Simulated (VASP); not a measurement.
Wanted: the native input for a VASP 6.6.1 run.

| Property | Result |
| --- | --- |
| Task | single point |
| Functional | PBE |
| Potentials or basis | VASP PAW PBE potentials, release 64 (Zn, Ge_d, N) |
| Cutoff | 520 eV |
| k mesh | 8 × 8 × 12 |
| Occupations | gaussian, width 0.1 eV |
| Spin | no spin polarisation |
| Dipole correction | no |
| Further INCAR settings | ALGO = Normal; EDIFF = 1e-07; NBANDS = 36 |

The structure of Zn2GeN3 lies in POSCAR:

```
Zn2GeN3
1.0
    2.5407260586     -4.8716875104      0.0000000000
    2.5407260586      4.8716875104      0.0000000000
    0.0000000000      0.0000000000      3.0537014201
Zn Ge N
2 1 3
Direct
    0.0000000000      0.5000000000      0.5000000000
    0.5000000000      0.0000000000      0.5000000000
    0.5000000000      0.5000000000      0.0000000000
    0.3179457973      0.6820542027      0.0000000000
    0.6820542027      0.3179457973      0.0000000000
    0.0000000000      0.0000000000      0.5000000000
```

These files were run (other wordings do the same):

INCAR

```
ALGO = Normal
EDIFF = 1E-7
ENCUT = 520
GGA = PE
ISIF = 2
ISMEAR = 0
LASPH = T
LCHARG = F
LREAL = F
LWAVE = F
NBANDS = 36
NELM = 60
PREC = Accurate
SIGMA = 0.1
```

KPOINTS

```
k-points
0
Gamma
  8 8 12
```

Potentials or basis: VASP PAW PBE potentials, release 64 (Zn, Ge_d, N).

Launch:

```sh
$ cat potpaw_PBE.64/Zn/POTCAR potpaw_PBE.64/Ge_d/POTCAR potpaw_PBE.64/N/POTCAR > POTCAR
$ mpirun -np 1 vasp_std > vasp.out
```

Results of the run:

```yaml
Pressure: 0.2 GPa
Largest_force: 0.102 eV/Å
Band_gap_on_the_k_mesh: zero (an odd number of electrons rules out a gap without spin polarisation)
```

Wall time 3 min on 1 thread of Intel(R) Xeon(R) 6975P-C (Granite Rapids) (shared host), peak memory 0.45 GiB.
